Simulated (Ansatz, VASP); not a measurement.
## Mg: VASP beside Ansatz

```
Mg
1.0
     3.13345    0.00000    0.00000
    -1.56673    2.71365    0.00000
     0.00000    0.00000   10.19103
Mg
4
Cartesian
  -1.5667 2.7136 0.0000
  0.0000 0.0000 5.0955
  0.0000 1.8091 2.5478
  1.5667 0.9045 7.6433
```

Alike in both runs: task single point; functional PBEsol; k mesh 13 × 13 × 4; occupations fermi-dirac, width 0.1 eV; no spin polarisation.

```csv
,VASP,Ansatz
version,VASP 6.6.1,Ansatz 0.2.0
potentials or method,"VASP PAW PBE potentials, release 64 (Mg), cutoff 520 eV","plane waves (420 eV) with PAW, scalar-relativistic"
valence electrons in the cell,8,40
```

|  | VASP | Ansatz | Ansatz less VASP |
| --- | --- | --- | --- |
| pressure (GPa) | 1.7 | 1.7 | +0.03 |
| traceless stress, the component that is largest in VASP (GPa) | -0.06 | -0.06 | +0.003 |

VASP's potentials were made for PBE, not for PBEsol, and Ansatz warns of the same on its side. With one functional, cell and mesh, what is left measures potentials, basis and numerics. VASP's potentials hold 8 valence electrons a cell and Ansatz's 40, so a difference there can come from the potentials and not from the codes.
